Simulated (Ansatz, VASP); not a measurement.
**Two plane-wave programs on Mn**

```
Mn
1.0
     0.00000    2.63532    2.63532
     2.63532    0.00000    2.63532
     2.63532    2.63532    0.00000
Mn
2
Direct
  0.12500 0.12500 0.12500
  0.87500 0.87500 0.87500
```

Alike in both runs: task single point; functional BLYP; k mesh 12 × 12 × 12; occupations fermi-dirac, width 0.05 eV; collinear spin.

```csv
,VASP,Ansatz
version,VASP 6.6.1,Ansatz 0.2.0
potentials or method,"VASP PAW PBE potentials, release 64 (Mn_pv), cutoff 520 eV","plane waves (420 eV) with PAW, scalar-relativistic"
valence electrons in the cell,26,30
```

Ansatz gave:

| Item | Value |
| --- | --- |
| pressure (GPa) | -1.7 |
| net moment per atom (μB) | 0.00 |
| size of the moment on the site where the two differ most (μB) | 2.27 |

Task: What did VASP give for the same quantities?

Result: Pressure (GPa): -1.6; net moment per atom (μB): 0.00; size of the moment on the site where the two differ most (μB): 2.42.

VASP's potentials were made for PBE, not for BLYP. Site moments also hang on the region over which each program counts them. VASP's potentials hold 26 valence electrons a cell and Ansatz's 30, so a difference there can come from the potentials and not from the codes.
